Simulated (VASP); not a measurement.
# PtSe (Fm-3m) in VASP: further runs

Runs on PtSe. Level: PBE+U. Tasks: single point.

All numbers are computed with VASP 6.6.1; they aren't measurements. Logs are shortened: lines on timing, memory, paths and dates and some standing lists are left out, and cuts for length are marked.

## (1) The cell of the first run

It takes space group Fm-3m (No. 225, cubic). The conventional cell has a = 5.288 Å, b = 5.288 Å, c = 5.288 Å, α = 90.00°, β = 90.00°, γ = 90.00°. Pt (site symmetry m-3m) has 6 Se at 2.64 Å within 3.5 Å. Se (site symmetry m-3m) has 6 Pt at 2.64 Å within 3.5 Å.

## (2) Single point, PBE+U

File INCAR:

```
SYSTEM = PtSe
  ALGO = Normal
  EDIFF = 1E-7
  ENCUT = 520
  GGA = PE
  ISIF = 2
  ISMEAR = -1
  LASPH = .True.
  LCHARG = .False.
  LDAU = .True.
  LDAUJ = 0 0
  LDAUL = 2 -1
  LDAUPRINT = 1
  LDAUTYPE = 2
  LDAUU = 1 0
  LMAXMIX = 4
  LREAL = .False.
  LWAVE = .False.
  NBANDS = 15
  NELM = 150
  PREC = Accurate
  SIGMA = 0.05
```

File KPOINTS:

```
k-points
0
Gamma
  8 8 8
  0 0 0
```

File POSCAR:

```
PtSe
1.0
    0.0000000000      2.6438254185      2.6438254185
    2.6438254185      0.0000000000      2.6438254185
    2.6438254185      2.6438254185      0.0000000000
Pt Se
1 1
Direct
    0.5000000000      0.5000000000      0.5000000000
    0.0000000000      0.0000000000      0.0000000000
```

Potentials or basis: VASP PAW PBE potentials, release 64 (Pt, Se).

On the command line:

```bash
cat potpaw_PBE.64/Pt/POTCAR potpaw_PBE.64/Se/POTCAR > POTCAR
mpirun -np 1 vasp_std > vasp.out
```

OUTCAR:

```text
SYSTEM = PtSe
   EDIFF = 1E-7
   ENCUT = 520
   GGA = PE
   ISIF = 2
   ISMEAR = -1
   LASPH = .True.
   LREAL = .False.
   NELM = 150
   PREC = Accurate

 ion  position               nearest neighbor table
   1  0.500  0.500  0.500-   2 2.64   2 2.64   2 2.64   2 2.64   2 2.64   2 2.64
   2  0.000  0.000  0.000-   1 2.64   1 2.64   1 2.64   1 2.64   1 2.64   1 2.64

  LATTYP: Found a face centered cubic cell.
 ALAT       =     5.2876508370

  Lattice vectors:

 A1 = (   0.0000000000,   2.6438254185,   2.6438254185)
 A2 = (   2.6438254185,   0.0000000000,   2.6438254185)
 A3 = (   2.6438254185,   2.6438254185,   0.0000000000)

Analysis of symmetry for initial positions (statically):
=====================================================================
 Subroutine PRICEL returns:
 Original cell was already a primitive cell.

 Routine SETGRP: Setting up the symmetry group for a
 face centered cubic supercell.

 Subroutine GETGRP returns: Found 48 space group operations
 (whereof 48 operations were pure point group operations)
 out of a pool of 48 trial point group operations.

The static configuration has the point symmetry O_h .

Analysis of symmetry for dynamics (positions and initial velocities):
=====================================================================
 Subroutine PRICEL returns:
 Original cell was already a primitive cell.

 Routine SETGRP: Setting up the symmetry group for a
 face centered cubic supercell.

 Subroutine GETGRP returns: Found 48 space group operations
 (whereof 48 operations were pure point group operations)
 out of a pool of 48 trial point group operations.

The dynamic configuration has the point symmetry O_h .

 Subroutine INISYM returns: Found 48 space group operations
 (whereof 48 operations are pure point group operations),
 and found     1 'primitive' translations

----------------------------------------------------------------------------------------

                                     Primitive cell

  volume of cell :      36.9597

  direct lattice vectors                    reciprocal lattice vectors
     0.000000000  2.643825419  2.643825419    -0.189119900  0.189119900  0.189119900
     2.643825419  0.000000000  2.643825419     0.189119900 -0.189119900  0.189119900
     2.643825419  2.643825419  0.000000000     0.189119900  0.189119900 -0.189119900

  length of vectors
     3.738933763  3.738933763  3.738933763     0.327565276  0.327565276  0.327565276

  position of ions in fractional coordinates (direct lattice)
     0.500000000  0.500000000  0.500000000
     0.000000000  0.000000000  0.000000000

  ion indices of the primitive-cell ions
   primitive index   ion index
                 1           1
                 2           2

----------------------------------------------------------------------------------------

 KPOINTS: k-points

Automatic generation of k-mesh.
 Grid dimensions read from file:
 generate k-points for:    8    8    8

 Generating k-lattice:

  Cartesian coordinates                     Fractional coordinates (reciprocal lattice)
    -0.023639988  0.023639988  0.023639988     0.125000000  0.000000000  0.000000000
     0.023639988 -0.023639988  0.023639988     0.000000000  0.125000000  0.000000000
     0.023639988  0.023639988 -0.023639988     0.000000000  0.000000000  0.125000000

  Length of vectors
     0.040945660  0.040945660  0.040945660

  Shift w.r.t. Gamma in fractional coordinates (k-lattice)
     0.000000000  0.000000000  0.000000000

 Subroutine IBZKPT returns following result:
 ===========================================

 Found     29 irreducible k-points:

 Following reciprocal coordinates:
            Coordinates               Weight
  0.000000  0.000000  0.000000      1.000000
  0.125000  0.000000  0.000000      8.000000
  0.250000  0.000000  0.000000      8.000000
  0.375000  0.000000  0.000000      8.000000
  0.500000  0.000000  0.000000      4.000000
  0.125000  0.125000  0.000000      6.000000
[... 16 lines left out ...]
  0.500000  0.250000  0.125000     48.000000
 -0.375000  0.250000  0.125000     24.000000
 [... further k-points ...]
   k-points           NKPTS =     29   k-points in BZ     NKDIM =     29   number of bands    NBANDS=     15
   number of dos      NEDOS =    301   number of ions     NIONS =      2
   total plane-waves  NPLWV =  21952
   dimension x,y,z NGX =    28 NGY =   28 NGZ =   28
   dimension x,y,z NGXF=    56 NGYF=   56 NGZF=   56
   ions per type =               1   1
   NGX,Y,Z   is equivalent  to a cutoff of  12.45, 12.45, 12.45 a.u.
   NGXF,Y,Z  is equivalent  to a cutoff of  24.90, 24.90, 24.90 a.u.
 SYSTEM =  PtSe
   PREC   = accura    normal or accurate (medium, high low for compatibility)
   ISTART =      0    job   : 0-new  1-cont  2-samecut
   ICHARG =      2    charge: 1-file 2-atom 10-const
   ISPIN  =      1    spin polarized calculation?
   LNONCOLLINEAR =      F non collinear calculations
   LSORBIT =      F    spin-orbit coupling
   LASPH  =      T    aspherical Exc in radial PAW
   ENCUT  =  520.0 eV  38.22 Ry    6.18 a.u.   6.95  6.95  6.95*2*pi/ulx,y,z
   NELM   =    150;   NELMIN=  2; NELMDL= -5     # of ELM steps
   EDIFF  = 0.1E-06   stopping-criterion for ELM
   LREAL  =      F    real-space projection
   EDIFFG = 0.1E-05   stopping-criterion for IOM
   NSW    =      0    number of steps for IOM
   IBRION =     -1    ionic relax: 0-MD 1-quasi-New 2-CG
   NFREE  =      0    steps in history (QN), initial steepest desc. (CG)
   ISIF   =      2    stress and relaxation
   ISYM   =      2    0-nonsym 1-usesym 2-fastsym
   POTIM  = 0.5000    time-step for ionic-motion
   TEBEG  =    0.0;   TEEND  =   0.0 temperature during run
   PSTRESS=    0.0 pullay stress
   NELECT =      16.0000    total number of electrons
   NUPDOWN=      -1.0000    fix difference up-down
   EMIN   =  10.00;   EMAX   =-10.00  energy-range for DOS
   EFERMI =   0.00;   METHOD = LEGACY
   ISMEAR =    -1;   SIGMA  =   0.05  broadening in eV -4-tet -1-fermi 0-gaus
   EFERMI_NEDOS =   21; number of points for ismear=-14 and -15
   IALGO  =     38    algorithm
   IMIX   =      4    mixing-type and parameters
     AMIX     =   0.40;   BMIX     =  1.00
     AMIX_MAG =   1.60;   BMIX_MAG =  1.00
  volume/ion in A,a.u.               =      18.48       124.71
  Fermi-wavevector in a.u.,A,eV,Ry     =   1.238432  2.340297 20.867433  1.533713
  Thomas-Fermi vector in A             =   2.372957
   LORBIT       =      0    0 simple, 1 ext, 2 COOP (PROOUT), +10 PAW based schemes
 LDA+U is selected, type is set to LDAUTYPE =  2
   angular momentum for each species LDAUL =     2   -1
   U (eV)           for each species LDAUU =   1.0  0.0
   J (eV)           for each species LDAUJ =   0.0  0.0
   GGA     = PE    functional components
   LHFCALC =     F    Hartree Fock is set to
   AEXX    =    0.0000 exact exchange contribution
   IVDW    =     0    specifies the selected vdW correction
   LEPSILON=     F    determine dielectric tensor
   LRPA    =     F    only Hartree local field effects (RPA)
 non-spin polarized calculation
  energy-cutoff  :      520.00
  volume of cell :       36.96
 maximum number of plane-waves:      1012
   NGX = 13   NGY = 13   NGZ = 13

atom =   1  type =  1  l = 2

 onsite density matrix

spin component  1

  0.8967 -0.0000  0.0000  0.0000 -0.0000
 -0.0000  0.8967  0.0000  0.0000  0.0000
  0.0000  0.0000  0.7290  0.0000  0.0000
  0.0000  0.0000  0.0000  0.8967 -0.0000
 -0.0000  0.0000  0.0000 -0.0000  0.7290

spin component  2

  0.8967 -0.0000  0.0000  0.0000 -0.0000
 -0.0000  0.8967  0.0000  0.0000  0.0000
  0.0000  0.0000  0.7290  0.0000  0.0000
  0.0000  0.0000  0.0000  0.8967 -0.0000
 -0.0000  0.0000  0.0000 -0.0000  0.7290

 occupancies and eigenvectors

  o =  0.7290  v =  0.0000  0.0000  0.1137 -0.0000 -0.9935  0.0000  0.0000  0.0000  0.0000  0.0000      0.0000  0.0000  0.0000  0.0000  0.0000  0.0000  0.0000  0.0000  0.0000  0.0000
  o =  0.7290  v =  0.0000  0.0000  0.0000  0.0000  0.0000  0.0000  0.0000  0.1137 -0.0000 -0.9935      0.0000  0.0000  0.0000  0.0000  0.0000  0.0000  0.0000  0.0000  0.0000  0.0000
  o =  0.7290  v =  0.0000  0.0000  0.9935  0.0000  0.1137  0.0000  0.0000  0.0000  0.0000  0.0000      0.0000  0.0000  0.0000  0.0000  0.0000  0.0000  0.0000  0.0000  0.0000  0.0000
  o =  0.7290  v =  0.0000  0.0000  0.0000  0.0000  0.0000  0.0000  0.0000  0.9935  0.0000  0.1137      0.0000  0.0000  0.0000  0.0000  0.0000  0.0000  0.0000  0.0000  0.0000  0.0000
  o =  0.8967  v =  0.0000 -0.0181 -0.0000  0.9998 -0.0000  0.0000  0.0000  0.0000  0.0000  0.0000      0.0000  0.0000  0.0000  0.0000  0.0000  0.0000  0.0000  0.0000  0.0000  0.0000
  o =  0.8967  v =  0.0000  0.0000  0.0000  0.0000  0.0000  0.0000 -0.0181 -0.0000  0.9998 -0.0000      0.0000  0.0000  0.0000  0.0000  0.0000  0.0000  0.0000  0.0000  0.0000  0.0000
  o =  0.8967  v =  0.0000  0.9998 -0.0000  0.0181  0.0000  0.0000  0.0000  0.0000  0.0000  0.0000      0.0000  0.0000  0.0000  0.0000  0.0000  0.0000  0.0000  0.0000  0.0000  0.0000
  o =  0.8967  v =  0.0000  0.0000  0.0000  0.0000  0.0000  0.0000  0.9998 -0.0000  0.0181  0.0000      0.0000  0.0000  0.0000  0.0000  0.0000  0.0000  0.0000  0.0000  0.0000  0.0000
  o =  0.8967  v =  1.0000  0.0000  0.0000  0.0000  0.0000  0.0000  0.0000  0.0000  0.0000  0.0000      0.0000  0.0000  0.0000  0.0000  0.0000  0.0000  0.0000  0.0000  0.0000  0.0000
  o =  0.8967  v =  0.0000  0.0000  0.0000  0.0000  0.0000  1.0000  0.0000  0.0000  0.0000  0.0000      0.0000  0.0000  0.0000  0.0000  0.0000  0.0000  0.0000  0.0000  0.0000  0.0000

 number of electron      16.0000003 magnetization

 Free energy of the ion-electron system (eV)
  ---------------------------------------------------
  ext. energy  EPLUGINS =         0.00000000
  ---------------------------------------------------
  free energy    TOTEN  =        -8.96859451 eV

  energy without entropy =       -8.96249581  energy(sigma->0) =       -8.96554516

 E-fermi :   7.4871     XC(G=0): -11.4668

 val. band max:        7.3466348752   @ k =  -0.3750   0.3750   0.0000
 cond. band min:       7.5534715013   @ k =   0.5000   0.3750   0.1250
 fundamental gap:      0.2068366261
 Fermi energy:         7.4870636739

 k-point     1 :       0.0000    0.0000    0.0000
  band No.  band energies     occupation
      1      -7.7236      2.00000
      2       4.1018      2.00000
      3       4.1018      2.00000
      4       4.1018      2.00000
      5       4.2494      2.00000
      6       4.2494      2.00000
      7       6.0385      2.00000
      8       6.0385      2.00000
      9       6.0385      2.00000
     10       8.8475      0.00000
     11      17.3317      0.00000
     12      18.8527      0.00000
     13      18.8527      0.00000
     14      18.8527      0.00000
     15      20.7362      0.00000

 k-point     2 :       0.1250    0.0000    0.0000
  band No.  band energies     occupation
      1      -7.5469      2.00000
      2       3.5335      2.00000
      3       3.5852      2.00000
      4       3.5852      2.00000
      5       4.2475      2.00000
      6       4.2475      2.00000
      7       5.3577      2.00000
      8       6.8938      1.99999
      9       6.8938      1.99999
     10      10.1975      0.00000
     11      16.3788      0.00000
     12      18.1162      0.00000
     13      18.1162      0.00000
     14      18.6825      0.00000
     15      20.0964      0.00000

 k-point     3 :       0.2500    0.0000    0.0000
  band No.  band energies     occupation
      1      -7.0656      2.00000
      2       1.9186      2.00000
      3       2.7369      2.00000
      4       2.7369      2.00000
      5       4.5677      2.00000
      6       4.5677      2.00000
      7       5.2169      2.00000
      8       8.3254      0.00000
      9       8.3254      0.00000
     10      11.7961      0.00000
     11      14.9772      0.00000
     12      16.2449      0.00000
     13      16.2449      0.00000
     14      19.0433      0.00000
     15      20.1560      0.00000
[... 343 lines left out ...]
 k-point    23 :       0.5000    0.2500    0.1250
  band No.  band energies     occupation
      1      -6.3623      2.00000
      2       0.7438      2.00000
      3       2.2038      2.00000
      4       2.5015      2.00000
      5       4.7143      2.00000
      6       5.1454      2.00000
      7       5.5736      2.00000
      8       6.9957      1.99989
      9       8.9597      0.00000
     10      12.2576      0.00000
     11      13.4603      0.00000
     12      15.6904      0.00000
     13      16.9176      0.00000
     14      19.6354      0.00000
     15      22.3734      0.00000

 k-point    24 :      -0.3750    0.2500    0.1250
  band No.  band energies     occupation
      1      -6.1700      2.00000
      2       0.5260      2.00000
      3       2.0883      2.00000
      4       2.2180      2.00000
      5       5.0012      2.00000
      6       5.0543      2.00000
      7       5.4783      2.00000
      8       7.7705      0.00687
      9       8.2656      0.00000
     10      12.8225      0.00000
     11      12.9013      0.00000
     12      16.0271      0.00000
     13      16.5956      0.00000
     14      20.3223      0.00000
     15      22.0273      0.00000

 [... further k-points ...]
[... 5 lines left out ...]
  --------------------------------------------------------------------------------------
  -------------------------------------------------------------------------------------
  Total       -0.1886011     -0.1886011     -0.1886011     -0.0000000      0.0000000      0.0000000
  in kB       -8.1757297     -8.1757297     -8.1757297     -0.0000000      0.0000000      0.0000000
  external PRESSURE =      -8.1757297 kB  Pullay stress =       0.0000000 kB

 VOLUME and BASIS-vectors are now :
 -----------------------------------------------------------------------------
  energy-cutoff  :      520.00
  volume of cell :       36.96
      direct lattice vectors                 reciprocal lattice vectors
     0.000000000  2.643825419  2.643825419    -0.189119900  0.189119900  0.189119900
     2.643825419  0.000000000  2.643825419     0.189119900 -0.189119900  0.189119900
     2.643825419  2.643825419  0.000000000     0.189119900  0.189119900 -0.189119900

 POSITION                                       TOTAL-FORCE (eV/Angst)
 -----------------------------------------------------------------------------------
      2.64383      2.64383      2.64383         0.000000     -0.000000     -0.000000
      0.00000      0.00000      0.00000        -0.000000      0.000000      0.000000
 -----------------------------------------------------------------------------------
    total drift:                                0.000000      0.000000      0.000000

  FREE ENERGIE OF THE ION-ELECTRON SYSTEM (eV)
  ---------------------------------------------------
  free  energy   TOTEN  =        -8.9685945100 eV

  energy  without entropy=       -8.9624958123  energy(sigma->0) =       -8.96554516
```

Wall time 29 s (1 thread of Intel Xeon 8259CL, shared host); peak memory 0.16 GiB.

Results:

| Quantity | Value |
| --- | --- |
| Free energy | -8.9686 eV |
| Pressure | -0.8 GPa |
| Band gap on the k mesh | zero (band 8 reaches 10.30 eV, above the bottom of band 9 at 5.97 eV) |

Eigenvalues of the final occupation matrices:
| site | spin | trace | eigenvalues |
| --- | --- | --- | --- |
| site 1 d | 1 | 4.15 | 0.73 0.73 0.90 0.90 0.90 |
| site 1 d | 2 | 4.15 | 0.73 0.73 0.90 0.90 0.90 |

Caveat: spin-orbit coupling is left out, which moves the levels of the heavy elements; U without spin polarisation on a metal has little footing.

## (3) Single point, PBE+U

File INCAR:

```
  PREC = Accurate
  ENCUT = 520
  EDIFF = 1E-7
  ISMEAR = -1
  SIGMA = 0.05
  LREAL = F
  LASPH = T
  NELM = 150
  ALGO = Normal
  ISIF = 2
  LWAVE = F
  LCHARG = F
  LMAXMIX = 4
  LDAU = T
  LDAUTYPE = 2
  LDAUL = 2 -1
  LDAUU = 2 0
  LDAUJ = 0 0
  LDAUPRINT = 1
  GGA = PE
  NBANDS = 15
```

File KPOINTS:

```
regular mesh
0
Gamma
  8 8 8
```

File POSCAR:

```
PtSe
1.0
    0.0000000000      2.6449418848      2.6449418848
    2.6449418848      0.0000000000      2.6449418848
    2.6449418848      2.6449418848      0.0000000000
Pt Se
1 1
Direct
    0.5000000000      0.5000000000      0.5000000000
    0.0000000000      0.0000000000      0.0000000000
```

Potentials or basis: VASP PAW PBE potentials, release 64 (Pt, Se).

On the command line:

```bash
cat potpaw_PBE.64/Pt/POTCAR potpaw_PBE.64/Se/POTCAR > POTCAR
mpirun -np 1 vasp_std > vasp.out
```

Run time: 32 s. Hardware: 1 thread of Intel Xeon 8259CL, shared host; peak memory 0.16 GiB.

The run converged. Its results:

* Free energy: -8.3090 eV
* Pressure: -1.7 GPa
* Band gap on the k mesh: zero (band 8 reaches 10.19 eV, above the bottom of band 9 at 5.82 eV)

Levels at points of the mesh, in eV from the Fermi level:
| k point | band 4 | band 5 | band 6 | band 7 | band 8 | band 9 | band 10 | band 11 | band 12 | band 13 |
| --- | --- | --- | --- | --- | --- | --- | --- | --- | --- | --- |
| (0.00, 0.00, 0.00) | -3.58 | -3.29 | -3.29 | -1.39 | -1.39 | -1.39 | 1.45 | 9.93 | 11.33 | 11.33 |
| (0.50, 0.00, 0.00) | -5.53 | -2.59 | -2.59 | -2.05 | 2.80 | 2.80 | 3.41 | 6.36 | 6.36 | 8.82 |
| (0.50, 0.50, 0.00) | -3.07 | -3.07 | -2.81 | -2.30 | -2.30 | -1.34 | 0.19 | 8.32 | 11.53 | 13.35 |

Eigenvalues of the final occupation matrices:
```csv
site,spin,trace,eigenvalues
site 1 d,1,4.19,0.74 0.74 0.91 0.91 0.91
site 1 d,2,4.19,0.74 0.74 0.91 0.91 0.91
```

Caveat: spin-orbit coupling is left out, which moves the levels of the heavy elements; U without spin polarisation on a metal has little footing.

[end of part 1 of 2]
